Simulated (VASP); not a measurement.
# La4TaO (F-43m) in VASP: notebook

La4TaO is run at these levels: PBE; tasks: single point.

Program: VASP 6.6.1. These are calculated values, not measurements. Logs are shortened: lines on timing, memory, paths and dates and some standing lists are left out, and cuts for length are marked.

**1. The cell of the first run**

The structure is cubic, space group F-43m (No. 216). Conventional cell: a = 8.139 Å, b = 8.139 Å, c = 8.139 Å, α = 90.00°, β = 90.00°, γ = 90.00°. La (site symmetry 3m) has 6 La at 2.87 to 2.89 Å and 3 Ta at 3.37 Å and 3 O at 3.38 Å within 3.8 Å. Within 4.4 Å of Ta (site symmetry -43m) lie 12 La at 3.37 Å and 4 O at 3.52 Å. Within 4.4 Å of O (site symmetry -43m) lie 12 La at 3.38 Å and 4 Ta at 3.52 Å.

**2. Single point, PBE, collinear spin, ferromagnetic start**

File INCAR:

```
PREC = Accurate
ENCUT = 520
EDIFF = 1E-6
ISMEAR = 0
SIGMA = 0.1
LREAL = F
LASPH = T
NELM = 150
ALGO = Normal
ISIF = 2
LWAVE = F
LCHARG = T
ISPIN = 2
MAGMOM = 0 0 0 0 1 0
LORBIT = 11
LMAXMIX = 6
GGA = PE
LELF = T
LVHAR = T
NBANDS = 44
```

File KPOINTS:

```
Automatic mesh
0
Gamma
  4 4 4
```

File POSCAR:

```
La4TaO
1.0
    0.0000000000      4.0695045300      4.0695045300
    4.0695045300      0.0000000000      4.0695045300
    4.0695045300      4.0695045300      0.0000000000
La Ta O
4 1 1
Direct
    0.3753429500      0.3753429500      0.8739711600
    0.8739711600      0.3753429500      0.3753429500
    0.3753429500      0.8739711600      0.3753429500
    0.3753429500      0.3753429500      0.3753429500
    0.7500000000      0.7500000000      0.7500000000
    0.0000000000      0.0000000000      0.0000000000
```

Potentials or basis: VASP PAW PBE potentials, release 64 (La, Ta_pv, O).

Launch:

```
> cat potpaw_PBE.64/La/POTCAR potpaw_PBE.64/Ta_pv/POTCAR potpaw_PBE.64/O/POTCAR > POTCAR
> mpirun -np 1 vasp_std > vasp.out
```

OUTCAR:

```text
PREC = Accurate
   ENCUT = 520
   EDIFF = 1E-6
   ISMEAR = 0
   LREAL = F
   LASPH = T
   NELM = 150
   ISIF = 2
   ISPIN = 2
   LORBIT = 11
   GGA = PE

 ion  position               nearest neighbor table
   1  0.375  0.375  0.874-   2 2.87   3 2.87   4 2.87   4 2.89   3 2.89   2 2.89   5 3.37   5 3.37
                             5 3.37
   2  0.874  0.375  0.375-   1 2.87   3 2.87   4 2.87   4 2.89   1 2.89   3 2.89   5 3.37   5 3.37
                             5 3.37
   3  0.375  0.874  0.375-   1 2.87   2 2.87   4 2.87   1 2.89   4 2.89   2 2.89   5 3.37   5 3.37
                             5 3.37
   4  0.375  0.375  0.375-   1 2.87   2 2.87   3 2.87   1 2.89   3 2.89   2 2.89   5 3.37   5 3.37
                             5 3.37
   5  0.750  0.750  0.750-   2 3.37   3 3.37   1 3.37   4 3.37   4 3.37   4 3.37   2 3.37   3 3.37
                             1 3.37   1 3.37   2 3.37   3 3.37
   6  0.000  0.000  0.000-

  LATTYP: Found a face centered cubic cell.
 ALAT       =     8.1390090600

  Lattice vectors:

 A1 = (   0.0000000000,   4.0695045300,   4.0695045300)
 A2 = (   4.0695045300,   0.0000000000,   4.0695045300)
 A3 = (   4.0695045300,   4.0695045300,   0.0000000000)

Analysis of symmetry for initial positions (statically):
=====================================================================
 Subroutine PRICEL returns:
 Original cell was already a primitive cell.

 Routine SETGRP: Setting up the symmetry group for a
 face centered cubic supercell.

 Subroutine GETGRP returns: Found 24 space group operations
 (whereof 24 operations were pure point group operations)
 out of a pool of 48 trial point group operations.

The static configuration has the point symmetry T_d .

Analysis of symmetry for dynamics (positions and initial velocities):
=====================================================================
 Subroutine PRICEL returns:
 Original cell was already a primitive cell.

 Routine SETGRP: Setting up the symmetry group for a
 face centered cubic supercell.

 Subroutine GETGRP returns: Found 24 space group operations
 (whereof 24 operations were pure point group operations)
 out of a pool of 48 trial point group operations.

The dynamic configuration has the point symmetry T_d .

Analysis of structural, dynamic, and magnetic symmetry:
=====================================================================
 Subroutine PRICEL returns:
 Original cell was already a primitive cell.

 Routine SETGRP: Setting up the symmetry group for a
 face centered cubic supercell.

 Subroutine GETGRP returns: Found 24 space group operations
 (whereof 24 operations were pure point group operations)
 out of a pool of 48 trial point group operations.

The overall configuration has the point symmetry T_d .

 Subroutine INISYM returns: Found 24 space group operations
 (whereof 24 operations are pure point group operations),
 and found     1 'primitive' translations

----------------------------------------------------------------------------------------

                                     Primitive cell

  volume of cell :     134.7890

  direct lattice vectors                    reciprocal lattice vectors
     0.000000000  4.069504530  4.069504530    -0.122865080  0.122865080  0.122865080
     4.069504530  0.000000000  4.069504530     0.122865080 -0.122865080  0.122865080
     4.069504530  4.069504530  0.000000000     0.122865080  0.122865080 -0.122865080

  length of vectors
     5.755148498  5.755148498  5.755148498     0.212808561  0.212808561  0.212808561

  position of ions in fractional coordinates (direct lattice)
     0.375342950  0.375342950  0.873971160
     0.873971160  0.375342950  0.375342950
     0.375342950  0.873971160  0.375342950
     0.375342950  0.375342950  0.375342950
     0.750000000  0.750000000  0.750000000
     0.000000000  0.000000000  0.000000000

[... 40 lines left out ...]
  0.250000  0.250000  0.000000      6.000000
  0.500000  0.250000  0.000000     24.000000
 -0.250000  0.250000  0.000000     12.000000
  0.500000  0.500000  0.000000      3.000000
 -0.250000  0.500000  0.250000      6.000000
   k-points           NKPTS =      8   k-points in BZ     NKDIM =      8   number of bands    NBANDS=     44
   number of dos      NEDOS =    301   number of ions     NIONS =      6
   total plane-waves  NPLWV = 110592
   dimension x,y,z NGX =    48 NGY =   48 NGZ =   48
   dimension x,y,z NGXF=    96 NGYF=   96 NGZF=   96
   ions per type =               4   1   1
   NGX,Y,Z   is equivalent  to a cutoff of  13.87, 13.87, 13.87 a.u.
   NGXF,Y,Z  is equivalent  to a cutoff of  27.73, 27.73, 27.73 a.u.
 SYSTEM =  unknown system
   PREC   = accura    normal or accurate (medium, high low for compatibility)
   ISTART =      0    job   : 0-new  1-cont  2-samecut
   ICHARG =      2    charge: 1-file 2-atom 10-const
   ISPIN  =      2    spin polarized calculation?
   LNONCOLLINEAR =      F non collinear calculations
   LSORBIT =      F    spin-orbit coupling
   LASPH  =      T    aspherical Exc in radial PAW
   ENCUT  =  520.0 eV  38.22 Ry    6.18 a.u.  10.70 10.70 10.70*2*pi/ulx,y,z
   NELM   =    150;   NELMIN=  2; NELMDL= -5     # of ELM steps
   EDIFF  = 0.1E-05   stopping-criterion for ELM
   LREAL  =      F    real-space projection
   EDIFFG = 0.1E-04   stopping-criterion for IOM
   NSW    =      0    number of steps for IOM
   IBRION =     -1    ionic relax: 0-MD 1-quasi-New 2-CG
   NFREE  =      0    steps in history (QN), initial steepest desc. (CG)
   ISIF   =      2    stress and relaxation
   ISYM   =      2    0-nonsym 1-usesym 2-fastsym
   POTIM  = 0.5000    time-step for ionic-motion
   TEBEG  =    0.0;   TEEND  =   0.0 temperature during run
   PSTRESS=    0.0 pullay stress
   NELECT =      61.0000    total number of electrons
   NUPDOWN=      -1.0000    fix difference up-down
   EMIN   =  10.00;   EMAX   =-10.00  energy-range for DOS
   EFERMI =   0.00;   METHOD = LEGACY
   ISMEAR =     0;   SIGMA  =   0.10  broadening in eV -4-tet -1-fermi 0-gaus
   EFERMI_NEDOS =   21; number of points for ismear=-14 and -15
   IALGO  =     38    algorithm
   IMIX   =      4    mixing-type and parameters
     AMIX     =   0.40;   BMIX     =  1.00
     AMIX_MAG =   1.60;   BMIX_MAG =  1.00
  volume/ion in A,a.u.               =      22.46       151.60
  Fermi-wavevector in a.u.,A,eV,Ry     =   1.256898  2.375192 21.494370  1.579792
  Thomas-Fermi vector in A             =   2.390583
   LORBIT       =     11    0 simple, 1 ext, 2 COOP (PROOUT), +10 PAW based schemes
   GGA     = PE    functional components
   LHFCALC =     F    Hartree Fock is set to
   AEXX    =    0.0000 exact exchange contribution
   IVDW    =     0    specifies the selected vdW correction
   LEPSILON=     F    determine dielectric tensor
   LRPA    =     F    only Hartree local field effects (RPA)
 spin polarized calculation
 Gauss-broadening in eV      SIGMA  =   0.10
  energy-cutoff  :      520.00
  volume of cell :      134.79
 maximum number of plane-waves:      3695
 NGX is ok and might be reduce to    48
   NGX = 21   NGY = 21   NGZ = 21

 number of electron      60.9999996 magnetization       0.0016743

 Free energy of the ion-electron system (eV)
  ---------------------------------------------------
  ext. energy  EPLUGINS =         0.00000000
  ---------------------------------------------------
  free energy    TOTEN  =       -29.38437996 eV

  energy without entropy =      -29.33454933  energy(sigma->0) =      -29.35946464

 E-fermi :   9.7267     XC(G=0): -11.0069

 val. band max:        9.7238073486   @ k =   0.5000   0.5000   0.0000
 cond. band min:       9.7356085411   @ k =   0.5000   0.5000   0.0000
 fundamental gap:      0.0118011925
 Fermi energy:         9.7267222832

 spin component 1

 k-point     1 :       0.0000    0.0000    0.0000
  band No.  band energies     occupation
      1     -24.6687      1.00000
      2     -24.6687      1.00000
      3     -24.6687      1.00000
      4     -23.8439      1.00000
      5     -22.0415      1.00000
      6     -22.0415      1.00000
[... 349 lines left out ...]
     41      11.8684      0.00000
     42      11.9287      0.00000
 Fermi energy:         9.7267222832

 spin component 2

 k-point     1 :       0.0000    0.0000    0.0000
  band No.  band energies     occupation
      1     -24.6682      1.00000
      2     -24.6682      1.00000
      3     -24.6682      1.00000
      4     -23.8440      1.00000
      5     -22.0416      1.00000
      6     -22.0416      1.00000
[... 349 lines left out ...]
     41      11.8684      0.00000
     42      11.9298      0.00000
 [bands above 42 left out]

------------------------ aborting loop because EDIFF is reached ----------------------------------------

  FORCE on cell =-STRESS in cart. coord.  units (eV):
  Direction    XX          YY          ZZ          XY          YZ          ZX
  --------------------------------------------------------------------------------------
  -------------------------------------------------------------------------------------
  Total       12.5623783     12.5623783     12.5623783     -0.0000000     -0.0000000     -0.0000000
  in kB      149.3233912    149.3233912    149.3233912     -0.0000000     -0.0000000     -0.0000000
  external PRESSURE =     149.3233912 kB  Pullay stress =       0.0000000 kB

 VOLUME and BASIS-vectors are now :
 -----------------------------------------------------------------------------
  energy-cutoff  :      520.00
  volume of cell :      134.79
      direct lattice vectors                 reciprocal lattice vectors
     0.000000000  4.069504530  4.069504530    -0.122865080  0.122865080  0.122865080
     4.069504530  0.000000000  4.069504530     0.122865080 -0.122865080  0.122865080
     4.069504530  4.069504530  0.000000000     0.122865080  0.122865080 -0.122865080

 POSITION                                       TOTAL-FORCE (eV/Angst)
 -----------------------------------------------------------------------------------
      5.08409      5.08409      3.05492        -0.000641     -0.000641      0.000641
      3.05492      5.08409      5.08409         0.000641     -0.000641     -0.000641
      5.08409      3.05492      5.08409        -0.000641      0.000641     -0.000641
      3.05492      3.05492      3.05492         0.000641      0.000641      0.000641
      6.10426      6.10426      6.10426        -0.000000     -0.000000     -0.000000
      0.00000      0.00000      0.00000        -0.000000     -0.000000     -0.000000
 -----------------------------------------------------------------------------------
    total drift:                               -0.000095     -0.000095     -0.000095

  FREE ENERGIE OF THE ION-ELECTRON SYSTEM (eV)
  ---------------------------------------------------
  free  energy   TOTEN  =       -29.3843799574 eV

  energy  without entropy=      -29.3345493285  energy(sigma->0) =      -29.35946464

 total charge

# of ion       s       p       d       f       tot
--------------------------------------------------
    1        2.033   5.508   1.438   0.323   9.303
    2        2.033   5.508   1.438   0.323   9.303
    3        2.033   5.508   1.438   0.323   9.303
    4        2.033   5.508   1.438   0.323   9.303
    5        0.401   6.003   2.331   0.000   8.736
    6        1.591   3.150   0.000   0.000   4.740
--------------------------------------------------
tot         10.125  31.186   8.085   1.290  50.686

 magnetization (x)

# of ion       s       p       d       f       tot
--------------------------------------------------
    1       -0.000   0.000  -0.000   0.000  -0.000
    2       -0.000   0.000  -0.000   0.000  -0.000
    3       -0.000   0.000  -0.000   0.000  -0.000
    4       -0.000   0.000  -0.000   0.000  -0.000
    5        0.000   0.000   0.001   0.000   0.001
    6       -0.000  -0.000   0.000   0.000  -0.000
--------------------------------------------------
tot          0.000  -0.000   0.001   0.000   0.001
```

It took 4.9 min on 1 thread of Intel Xeon 6975P-C, shared host; peak memory 0.46 GiB.

What came out:

| Quantity | Value |
| --- | --- |
| Free energy | -29.3844 eV |
| Pressure | 14.9 GPa |
| Net moment | 0.00 μB per cell |
| Valence electrons inside the program's atomic spheres | La 9.30; Ta 8.74; O 4.74 |

Caveat: spin-orbit coupling is left out, which moves the levels of the heavy elements.

**3. Single point, PBE, collinear spin, ferromagnetic start**

This run uses another cell than the first one, of 28.25 Å³/atom, 1.258 times its volume.

File INCAR:

```
SYSTEM = La4TaO
  PREC = Accurate
  ENCUT = 520
  EDIFF = 1E-6
  ISMEAR = 0
  SIGMA = 0.1
  LREAL = .False.
  LASPH = .True.
  NELM = 150
  ALGO = Normal
  ISIF = 2
  LWAVE = .False.
  LCHARG = .True.
  ISPIN = 2
  MAGMOM = 0 0 0 0 1 0
  LORBIT = 11
  LMAXMIX = 6
  GGA = PE
  LELF = .True.
  LVHAR = .True.
  NBANDS = 44
```

File KPOINTS:

```
Automatic mesh
0
Gamma
  4 4 4
  0 0 0
```

File POSCAR:

```
La4TaO
1.0
    0.0000000000      4.3927228156      4.3927228156
    4.3927228156      0.0000000000      4.3927228156
    4.3927228156      4.3927228156      0.0000000000
La Ta O
4 1 1
Direct
    0.6239061648      0.6239061648      0.6239061648
    0.6239061648      0.6239061648      0.1282815055
    0.1282815055      0.6239061648      0.6239061648
    0.6239061648      0.1282815055      0.6239061648
    0.2500000000      0.2500000000      0.2500000000
    0.0000000000      0.0000000000      0.0000000000
```

Potentials or basis: VASP PAW PBE potentials, release 64 (La, Ta_pv, O).

Launch:

```
> cat potpaw_PBE.64/La/POTCAR potpaw_PBE.64/Ta_pv/POTCAR potpaw_PBE.64/O/POTCAR > POTCAR
> mpirun -np 1 vasp_std > vasp.out
```

Wall time 5.2 min (1 thread of Intel Xeon 6975P-C, shared host); peak memory 0.46 GiB.

It converged, with:

| Quantity | Value |
| --- | --- |
| Free energy | -30.7234 eV |
| Pressure | 0.1 GPa |
| Largest force | 0.010 eV/Å |
| Net moment | -0.01 μB per cell |
| Valence electrons inside the program's atomic spheres | La 8.93; Ta 8.56; O 4.71 |

Forces on the atoms (eV/Å):
```
La  -0.006 -0.006 -0.006
La   0.006  0.006 -0.006
La  -0.006  0.006  0.006
La   0.006 -0.006  0.006
Ta   0.000  0.000  0.000
O    0.000  0.000  0.000
```

Levels at points of the mesh, in eV from the Fermi level:
Spin up:
```tsv
k point	band 28	band 29	band 30	band 31	band 32	band 33
(0.00, 0.00, 0.00)	-1.42	-0.41	-0.41	0.14	0.14	0.14
(0.50, 0.00, 0.00)	-0.73	-0.51	-0.51	-0.09	0.21	0.21
(0.50, 0.50, 0.00)	-0.58	-0.58	-0.50	0.00	0.37	0.37
```
Spin down:
| k point | band 27 | band 28 | band 29 | band 30 | band 31 | band 32 | band 33 | band 34 |
| --- | --- | --- | --- | --- | --- | --- | --- | --- |
| (0.00, 0.00, 0.00) | -1.42 | -1.42 | -0.41 | -0.41 | 0.14 | 0.14 | 0.14 | 0.76 |
| (0.50, 0.00, 0.00) | -0.74 | -0.74 | -0.51 | -0.51 | -0.09 | 0.21 | 0.21 | 1.02 |
| (0.50, 0.50, 0.00) | -0.83 | -0.58 | -0.58 | -0.50 | 0.01 | 0.37 | 0.37 | 0.42 |

Caveat: spin-orbit coupling is left out, which moves the levels of the heavy elements.
